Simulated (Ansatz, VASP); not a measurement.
**One calculation of Ge, two programs**

```
Ge
1.0
     3.90100    0.00000    0.00000
    -1.95050    3.37837    0.00000
     0.00000    0.00000   28.00000
Ge
2
Direct
  0.33333 0.66667 0.51309
  0.66667 0.33333 0.48691
```

Alike in both runs: task single point; functional PBE; dispersion D3(BJ); k mesh 12 × 12 × 1; occupations gaussian, width 0.1 eV; no spin polarisation.

```csv
,VASP,Ansatz
version,VASP 6.6.1,Ansatz 0.2.0
potentials or method,"VASP PAW PBE potentials, release 64 (Ge_d), cutoff 520 eV","scalar-relativistic, plane waves, PAW"
valence electrons in the cell,28,28
```

Ansatz gave:

- gap on the k mesh at the Fermi level (eV): none
- rms of the force components (eV/Å): 0.014

Q: Estimate VASP's values.

A: gap on the k mesh at the Fermi level (eV): none; rms of the force components (eV/Å): 0.013.

Atom by atom the forces differ by 0.001 eV/Å (rms over components). A gap of «none» marks a metal or a gap that the smearing closes.
